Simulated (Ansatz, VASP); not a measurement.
TaN: VASP beside Ansatz

File INCAR:

```
PREC = Accurate
ENCUT = 520
EDIFF = 1E-7
ISMEAR = 0
SIGMA = 0.1
LREAL = Auto
LASPH = T
NELM = 80
ALGO = Normal
ISIF = 2
LWAVE = F
LCHARG = F
LDIPOL = T
IDIPOL = 3
DIPOL = 0.5 0.5 0.459
GGA = PE
IVDW = 12
NBANDS = 114
```

The input KPOINTS:

```
regular mesh
0
Gamma
  3 3 1
```

POSCAR

```
TaN
1.0
    5.7615861975      0.0000000000      0.0000000000
    0.0000000000      5.8570264691      0.0000000000
    0.0000000000      0.0000000000     23.9177226650
N Ta
12 12
Direct
    0.0000000000      0.7500000000      0.3344800052
    0.0000000000      0.2500000000      0.3344800052
    0.5000000000      0.7500000000      0.3344800052
    0.5000000000      0.2500000000      0.3344800052
    0.0000000000      0.5000000000      0.4405171431
    0.0000000000      0.0000000000      0.4405171431
    0.5000000000      0.5000000000      0.4405171431
    0.5000000000      0.0000000000      0.4405171431
   -0.0000556201      0.2500481838      0.5477555998
   -0.0000703251      0.7500580532      0.5475681682
    0.4999521185      0.2499989041      0.5475761982
    0.4999504451      0.7500299104      0.5477473086
    0.2500000000      0.0000000000      0.3698257178
    0.2500000000      0.5000000000      0.3698257178
    0.7500000000      0.0000000000      0.3698257178
    0.7500000000      0.5000000000      0.3698257178
    0.2514381053      0.7499994712      0.4770784667
    0.2485276762      0.2500099198      0.4770808155
    0.7485107093      0.7500081585      0.4770818874
    0.7514336454      0.2500071025      0.4770827615
    0.2499104215      0.5000317245      0.5836194304
    0.2499614303      0.0000124162      0.5836218638
    0.7498835058      0.5000356926      0.5836295727
    0.7499293498      0.0000694564      0.5836330752
```

Input for Ansatz:

```yaml
crystal:
  lattice:
    - [5.7615861975, 0.0, 0.0]
    - [0.0, 5.8570264691, 0.0]
    - [0.0, 0.0, 23.917722665]
  atoms:
    - { symbol: "N", position: [0.0, 0.75, 0.3344800052] }
    - { symbol: "N", position: [0.0, 0.25, 0.3344800052] }
    - { symbol: "N", position: [0.5, 0.75, 0.3344800052] }
    - { symbol: "N", position: [0.5, 0.25, 0.3344800052] }
    - { symbol: Ta, position: [0.25, 0.0, 0.3698257178] }
    - { symbol: Ta, position: [0.25, 0.5, 0.3698257178] }
    - { symbol: Ta, position: [0.75, 0.0, 0.3698257178] }
    - { symbol: Ta, position: [0.75, 0.5, 0.3698257178] }
    - { symbol: "N", position: [0.0, 0.5, 0.4405171431] }
    - { symbol: "N", position: [0.0, 0.0, 0.4405171431] }
    - { symbol: "N", position: [0.5, 0.5, 0.4405171431] }
    - { symbol: "N", position: [0.5, 0.0, 0.4405171431] }
    - { symbol: Ta, position: [0.2514381053, 0.7499994712, 0.4770784667] }
    - { symbol: Ta, position: [0.2485276762, 0.2500099198, 0.4770808155] }
    - { symbol: Ta, position: [0.7485107093, 0.7500081585, 0.4770818874] }
    - { symbol: Ta, position: [0.7514336454, 0.2500071025, 0.4770827615] }
    - { symbol: "N", position: [-5.56201e-05, 0.2500481838, 0.5477555998] }
    - { symbol: "N", position: [-7.03251e-05, 0.7500580532, 0.5475681682] }
    - { symbol: "N", position: [0.4999521185, 0.2499989041, 0.5475761982] }
    - { symbol: "N", position: [0.4999504451, 0.7500299104, 0.5477473086] }
    - { symbol: Ta, position: [0.2499104215, 0.5000317245, 0.5836194304] }
    - { symbol: Ta, position: [0.2499614303, 1.24162e-05, 0.5836218638] }
    - { symbol: Ta, position: [0.7498835058, 0.5000356926, 0.5836295727] }
    - { symbol: Ta, position: [0.7499293498, 6.94564e-05, 0.5836330752] }
basis:
  ecutwfc: 420
kpoints:
  mp_grid: { grid: [3, 3, 1] }
hamiltonian:
  xc: pbe
  dispersion: d3bj
scf:
  occupations: { method: gaussian, width: 0.1 }
output:
  forces: true
  eigenvalues: true
  write_density: true
  volumetric_format: npy
efield:
  axis: 3
  dipole_correction: true
  ramp_width: 0.04
```

Alike in both runs: task single point; functional PBE; dispersion D3(BJ); k mesh 3 × 3 × 1; occupations gaussian, width 0.1 eV; no spin polarisation.

|  | VASP | Ansatz |
| --- | --- | --- |
| version | VASP 6.6.1 | Ansatz 0.2.0 |
| potentials or method | VASP PAW PBE potentials, release 64 (N, Ta_pv), cutoff 520 eV | scalar-relativistic, plane waves, PAW |
| valence electrons in the cell | 192 | 216 |

Ansatz gave:

* gap on the k mesh at the Fermi level (eV): none
* rms of the force components (eV/Å): 1.061

Estimate VASP's values.

gap on the k mesh at the Fermi level (eV): none; rms of the force components (eV/Å): 1.055.

A gap of «none» marks a metal or a gap that the smearing closes. VASP's potentials hold 192 valence electrons a cell and Ansatz's 216, so a difference there can come from the potentials and not from the codes.

The k mesh is coarse, so the values compare programs but aren't converged. Spin-orbit coupling is off throughout.
